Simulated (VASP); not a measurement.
A run of VASP 6.6.1 is set up as follows.

File INCAR:

```
ALGO = Normal
EDIFF = 1E-6
ENCUT = 750
GGA = CA
GGA_COMPAT = F
ISIF = 2
ISMEAR = 0
ISPIN = 2
LASPH = T
LCHARG = F
LORBIT = 11
LREAL = F
LWAVE = F
MAGMOM = -4 4
NBANDS = 16
NELM = 200
PREC = Accurate
SIGMA = 0.01
```

KPOINTS

```
k-points
0
Gamma
  8 8 8
```

Contents of POSCAR:

```
LiCl
1.0
    0.0000000000      2.3892463316      2.3892463316
    2.3892463316      0.0000000000      2.3892463316
    2.3892463316      2.3892463316      0.0000000000
Li Cl
1 1
Direct
    0.0000000000      0.0000000000      0.0000000000
    0.5000000000      0.5000000000      0.5000000000
```

Potentials or basis: VASP PAW LDA potentials, release 64 (Li_sv, Cl).

Command:

```console
$ cat potpaw_LDA.64/Li_sv/POTCAR potpaw_LDA.64/Cl/POTCAR > POTCAR
$ mpirun -np 1 vasp_std > vasp.out
```

What does it give for the band gap on the k mesh?

6.62 eV (least direct gap 6.99 eV).

Predict the net moment.

0.00 μB per cell.

Estimate the pressure.

5.9 GPa.

Caveat: the cell stands under pressure. A k mesh can miss the band edges.
